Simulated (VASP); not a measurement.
# InSb (F-43m) in VASP: a series of runs

The runs below take InSb through single point, relaxation of cell and atoms, with PBEsol.

Everything below comes from runs of VASP 6.6.1. Logs are shortened: lines on timing, memory, paths and dates and some standing lists are left out, and cuts for length are marked.

## Step 1: The cell of the first run

It takes space group F-43m (No. 216, cubic). Conventional cell: a = 6.472 Å, b = 6.472 Å, c = 6.472 Å, α = 90.00°, β = 90.00°, γ = 90.00°. Within 3.7 Å of In (site symmetry -43m) lie 4 Sb at 2.80 Å. Sb (site symmetry -43m) has 4 In at 2.80 Å within 3.7 Å.

## Step 2: Single point, PBEsol

Contents of INCAR:

```
SYSTEM = InSb
ALGO     = Normal         ! electronic algorithm
EDIFF    = 1E-7           ! SCF threshold, eV
ENCUT    = 520            ! plane-wave cutoff, eV
GGA      = PS             ! functional
ISIF     = 2              ! what is computed and relaxed
ISMEAR   = -1             ! smearing method
LASPH    = .True.         ! aspherical terms in the spheres
LCHARG   = .False.        ! write CHGCAR
LREAL    = .False.        ! projectors in reciprocal space
LWAVE    = .False.        ! write WAVECAR
NBANDS   = 16             ! bands
NELM     = 60             ! most SCF steps
PREC     = Accurate       ! precision mode
SIGMA    = 0.1            ! smearing width, eV
```

Contents of KPOINTS:

```
k-points
0
Gamma
  12 12 12
  0 0 0
```

Contents of POSCAR:

```
InSb
1.0
    0.0000000000      3.2362016465      3.2362016465
    3.2362016465      0.0000000000      3.2362016465
    3.2362016465      3.2362016465      0.0000000000
In Sb
1 1
Direct
    0.0000000000      0.0000000000      0.0000000000
    0.7500000000      0.7500000000      0.7500000000
```

Potentials or basis: VASP PAW PBE potentials, release 64 (In_d, Sb).

On the command line:

```console
cat potpaw_PBE.64/In_d/POTCAR potpaw_PBE.64/Sb/POTCAR > POTCAR
mpirun -np 1 vasp_std > vasp.out
```

OUTCAR:

```text
SYSTEM = InSb
   EDIFF = 1E-7
   ENCUT = 520
   GGA = PS
   ISIF = 2
   ISMEAR = -1
   LASPH = .True.
   LREAL = .False.
   NELM = 60
   PREC = Accurate

 ion  position               nearest neighbor table
   1  0.000  0.000  0.000-   2 2.80   2 2.80   2 2.80   2 2.80
   2  0.750  0.750  0.750-   1 2.80   1 2.80   1 2.80   1 2.80

  LATTYP: Found a face centered cubic cell.
 ALAT       =     6.4724032930

  Lattice vectors:

 A1 = (   0.0000000000,   3.2362016465,   3.2362016465)
 A2 = (   3.2362016465,   0.0000000000,   3.2362016465)
 A3 = (   3.2362016465,   3.2362016465,   0.0000000000)

Analysis of symmetry for initial positions (statically):
=====================================================================
 Subroutine PRICEL returns:
 Original cell was already a primitive cell.

 Routine SETGRP: Setting up the symmetry group for a
 face centered cubic supercell.

 Subroutine GETGRP returns: Found 24 space group operations
 (whereof 24 operations were pure point group operations)
 out of a pool of 48 trial point group operations.

The static configuration has the point symmetry T_d .

Analysis of symmetry for dynamics (positions and initial velocities):
=====================================================================
 Subroutine PRICEL returns:
 Original cell was already a primitive cell.

 Routine SETGRP: Setting up the symmetry group for a
 face centered cubic supercell.

 Subroutine GETGRP returns: Found 24 space group operations
 (whereof 24 operations were pure point group operations)
 out of a pool of 48 trial point group operations.

The dynamic configuration has the point symmetry T_d .

 Subroutine INISYM returns: Found 24 space group operations
 (whereof 24 operations are pure point group operations),
 and found     1 'primitive' translations

----------------------------------------------------------------------------------------

                                     Primitive cell

  volume of cell :      67.7855

  direct lattice vectors                    reciprocal lattice vectors
     0.000000000  3.236201647  3.236201647    -0.154502115  0.154502115  0.154502115
     3.236201647  0.000000000  3.236201647     0.154502115 -0.154502115  0.154502115
     3.236201647  3.236201647  0.000000000     0.154502115  0.154502115 -0.154502115

  length of vectors
     4.576680259  4.576680259  4.576680259     0.267605514  0.267605514  0.267605514

  position of ions in fractional coordinates (direct lattice)
     0.000000000  0.000000000  0.000000000
     0.750000000  0.750000000  0.750000000

[... 77 lines left out ...]
   LREAL  =      F    real-space projection
   EDIFFG = 0.1E-05   stopping-criterion for IOM
   NSW    =      0    number of steps for IOM
   IBRION =     -1    ionic relax: 0-MD 1-quasi-New 2-CG
   NFREE  =      0    steps in history (QN), initial steepest desc. (CG)
   ISIF   =      2    stress and relaxation
   ISYM   =      2    0-nonsym 1-usesym 2-fastsym
   POTIM  = 0.5000    time-step for ionic-motion
   TEBEG  =    0.0;   TEEND  =   0.0 temperature during run
   PSTRESS=    0.0 pullay stress
   NELECT =      18.0000    total number of electrons
   NUPDOWN=      -1.0000    fix difference up-down
   EMIN   =  10.00;   EMAX   =-10.00  energy-range for DOS
   EFERMI =   0.00;   METHOD = LEGACY
   ISMEAR =    -1;   SIGMA  =   0.10  broadening in eV -4-tet -1-fermi 0-gaus
   EFERMI_NEDOS =   21; number of points for ismear=-14 and -15
   IALGO  =     38    algorithm
   IMIX   =      4    mixing-type and parameters
     AMIX     =   0.40;   BMIX     =  1.00
     AMIX_MAG =   1.60;   BMIX_MAG =  1.00
  volume/ion in A,a.u.               =      33.89       228.72
  Fermi-wavevector in a.u.,A,eV,Ry     =   1.052253  1.988469 15.064860  1.107236
  Thomas-Fermi vector in A             =   2.187328
   LORBIT       =      0    0 simple, 1 ext, 2 COOP (PROOUT), +10 PAW based schemes
   GGA     = PS    functional components
   LHFCALC =     F    Hartree Fock is set to
   AEXX    =    0.0000 exact exchange contribution
   IVDW    =     0    specifies the selected vdW correction
   LEPSILON=     F    determine dielectric tensor
   LRPA    =     F    only Hartree local field effects (RPA)
 non-spin polarized calculation
  energy-cutoff  :      520.00
  volume of cell :       67.79
 maximum number of plane-waves:      1853
 NGX is ok and might be reduce to    36
   NGX = 17   NGY = 17   NGZ = 17

 number of electron      17.9999993 magnetization

 Free energy of the ion-electron system (eV)
  ---------------------------------------------------
  ext. energy  EPLUGINS =         0.00000000
  ---------------------------------------------------
  free energy    TOTEN  =        -7.69642374 eV

  energy without entropy =       -7.69504318  energy(sigma->0) =       -7.69573346

 E-fermi :   5.2048     XC(G=0):  -8.8823

 val. band max:        4.9939270262   @ k =   0.0000   0.0000   0.0000
 cond. band min:       5.4707532552   @ k =   0.5000   0.0000   0.0000
 fundamental gap:      0.4768262290
 Fermi energy:         5.2047781253

 k-point     1 :       0.0000    0.0000    0.0000
  band No.  band energies     occupation
      1      -9.5530      2.00000
      2      -9.5530      2.00000
      3      -9.5530      2.00000
      4      -9.4654      2.00000
      5      -9.4654      2.00000
      6      -5.7752      2.00000
[... 433 lines left out ...]
      3      -9.5275      2.00000
      4      -9.4671      2.00000
      5      -9.4644      2.00000
      6      -4.2365      2.00000
[... 8 lines left out ...]
     15      13.2136      0.00000
     16      13.4750      0.00000

 [... further k-points ...]

------------------------ aborting loop because EDIFF is reached ----------------------------------------

  FORCE on cell =-STRESS in cart. coord.  units (eV):
  Direction    XX          YY          ZZ          XY          YZ          ZX
  --------------------------------------------------------------------------------------
  -------------------------------------------------------------------------------------
  Total        0.4200781      0.4200781      0.4200781     -0.0000000      0.0000000     -0.0000000
  in kB        9.9289640      9.9289640      9.9289640     -0.0000000      0.0000000     -0.0000000
  external PRESSURE =       9.9289640 kB  Pullay stress =       0.0000000 kB

 VOLUME and BASIS-vectors are now :
 -----------------------------------------------------------------------------
  energy-cutoff  :      520.00
  volume of cell :       67.79
      direct lattice vectors                 reciprocal lattice vectors
     0.000000000  3.236201647  3.236201647    -0.154502115  0.154502115  0.154502115
     3.236201647  0.000000000  3.236201647     0.154502115 -0.154502115  0.154502115
     3.236201647  3.236201647  0.000000000     0.154502115  0.154502115 -0.154502115

 POSITION                                       TOTAL-FORCE (eV/Angst)
 -----------------------------------------------------------------------------------
      0.00000      0.00000      0.00000         0.000000      0.000000      0.000000
      4.85430      4.85430      4.85430        -0.000000     -0.000000     -0.000000
 -----------------------------------------------------------------------------------
    total drift:                                0.000000      0.000000      0.000000

  FREE ENERGIE OF THE ION-ELECTRON SYSTEM (eV)
  ---------------------------------------------------
  free  energy   TOTEN  =        -7.6964237398 eV

  energy  without entropy=       -7.6950431815  energy(sigma->0) =       -7.69573346
```

OSZICAR:

```text
N       E                     dE             d eps       ncg     rms          rms(c)
DAV:   1     0.113977203042E+03    0.11398E+03   -0.78524E+03  2304   0.111E+03
DAV:   2    -0.579240253124E+00   -0.11456E+03   -0.11081E+03  2640   0.283E+02
DAV:   3    -0.763444360360E+01   -0.70552E+01   -0.70245E+01  2888   0.722E+01
DAV:   4    -0.783247068965E+01   -0.19803E+00   -0.19799E+00  3016   0.140E+01
DAV:   5    -0.784241434172E+01   -0.99437E-02   -0.99435E-02  3336   0.255E+00    0.408E+00
DAV:   6    -0.772044796563E+01    0.12197E+00   -0.17548E-01  3400   0.692E+00    0.231E+00
DAV:   7    -0.769682676609E+01    0.23621E-01   -0.68078E-02  3152   0.271E+00    0.611E-01
DAV:   8    -0.769602439325E+01    0.80237E-03   -0.77363E-03  3056   0.102E+00    0.261E-01
DAV:   9    -0.769642691029E+01   -0.40252E-03   -0.84712E-04  2768   0.252E-01    0.821E-02
DAV:  10    -0.769640364738E+01    0.23263E-04   -0.47643E-05  3080   0.473E-02    0.360E-02
DAV:  11    -0.769642328007E+01   -0.19633E-04   -0.34063E-05  2680   0.480E-02    0.225E-02
DAV:  12    -0.769642393770E+01   -0.65762E-06   -0.13325E-06  2992   0.883E-03    0.599E-03
DAV:  13    -0.769642381883E+01    0.11887E-06   -0.54446E-07  2736   0.553E-03    0.361E-03
DAV:  14    -0.769642373978E+01    0.79049E-07   -0.45159E-08  2544   0.131E-03
   1 F= -.76964237E+01 E0= -.76957335E+01  d E =-.138056E-02
```

It took 45 s on 1 thread of AMD EPYC 9R45 (Zen 5), shared host; peak memory 0.22 GiB.

What came out:

```
Free energy            : -7.6964 eV
Pressure               : 1.0 GPa
Band gap on the k mesh : zero (filled and empty bands touch)
```

Caveat: semilocal functionals underestimate gaps, and a narrow one can read as zero; the PAW data sets were made with another functional, which shifts forces and pressure a little; spin-orbit coupling is left out, which moves the levels of the heavy elements.

## Step 3: Relaxation of cell and atoms, PBEsol, target pressure 1 GPa, at which the enthalpy is minimised

This run uses another cell than the first one, of 34.65 Å³/atom.

Contents of INCAR:

```
SYSTEM = InSb
  PREC = Accurate
  ENCUT = 600
  EDIFF = 1E-6
  ISMEAR = -1
  SIGMA = 0.1
  LREAL = .False.
  LASPH = .True.
  NELM = 60
  ALGO = Normal
  ISIF = 3
  LWAVE = .False.
  LCHARG = .False.
  GGA = PS
  IBRION = 2
  NSW = 100
  EDIFFG = -0.002
  PSTRESS = 10.0
```

Contents of KPOINTS:

```
regular mesh
0
Gamma
  12 12 12
  0 0 0
```

Contents of POSCAR:

```
InSb
1.0
    0.0000000000      3.2600996144      3.2600996144
    3.2600996144      0.0000000000      3.2600996144
    3.2600996144      3.2600996144      0.0000000000
In Sb
1 1
Direct
    0.0000000000      0.0000000000      0.0000000000
    0.7500000000      0.7500000000      0.7500000000
```

Potentials or basis: VASP PAW PBE potentials, release 64 (In_d, Sb).

On the command line:

```console
cat potpaw_PBE.64/In_d/POTCAR potpaw_PBE.64/Sb/POTCAR > POTCAR
mpirun -np 1 vasp_std > vasp.out
```

Run time: 3 min. Hardware: 1 thread of AMD EPYC 9R45 (Zen 5), shared host; peak memory 0.27 GiB.

It converged, with:

* Free energy: -7.6970 eV
* Relaxed volume: 33.91 Å³/atom
* Relaxed cell: a = 4.577 Å, b = 4.577 Å, c = 4.577 Å, α = 60.00°, β = 60.00°, γ = 60.00°
* Space group after relaxing (to 0.1 Å): F-43m (No. 216)
* Energy change on relaxing (the run minimises the enthalpy): +2.3 meV/atom
* Ionic steps: 15
* Pressure after relaxing: 1.0 GPa
* Band gap on the k mesh: zero (filled and empty bands touch)

Step by step:
```tsv
step	energy change (eV)	largest force (eV/Å)	pressure (GPa)	volume (Å³)
1	0.0000	0.0000	0.01	69.30
2	0.0094	0.0000	1.46	67.18
3	0.0046	0.0000	1.02	67.81
4	0.0044	0.0000	0.98	67.84
5	0.0044	0.0000	0.98	67.83
6	0.0045	0.0000	0.98	67.83
7	0.0045	0.0000	0.98	67.83
8	0.0045	0.0000	0.98	67.83
9	0.0045	0.0000	0.98	67.83
10	0.0045	0.0000	0.98	67.83
11	0.0045	0.0000	0.98	67.83
12	0.0045	0.0000	0.98	67.83
13	0.0045	0.0000	0.98	67.83
14	0.0045	0.0000	0.98	67.83
15	0.0045	0.0000	0.99	67.82
```

Final structure:
```xyz
2
Lattice="0.0000 3.2368 3.2368 3.2368 0.0000 3.2368 3.2368 3.2368 0.0000" Properties=species:S:1:pos:R:3 pbc="T T T"
In    0.0000    0.0000    0.0000
Sb    4.8552    4.8552    4.8552
```

Levels at points of the mesh, in eV from the Fermi level:
```
           k point  band 7  band 8  band 9  band 10  band 11  band 12
(0.00, 0.00, 0.00)   -0.46   -0.21   -0.21    -0.21     2.72     2.72
(0.50, 0.00, 0.00)   -5.88   -1.23   -1.23     0.27     3.57     3.57
(0.50, 0.50, 0.00)   -6.17   -2.50   -2.50     1.04     1.05     7.93
```

Caveat: the cell is relaxed towards a set pressure, so the run minimises the enthalpy, not the energy; semilocal functionals underestimate gaps, and a narrow one can read as zero; the PAW data sets were made with another functional, which shifts forces and pressure a little; spin-orbit coupling is left out, which moves the levels of the heavy elements.

(Part 1 of 2 ends here.)

The gap in the log of VASP goes by the Fermi energy; the results here count the filled bands.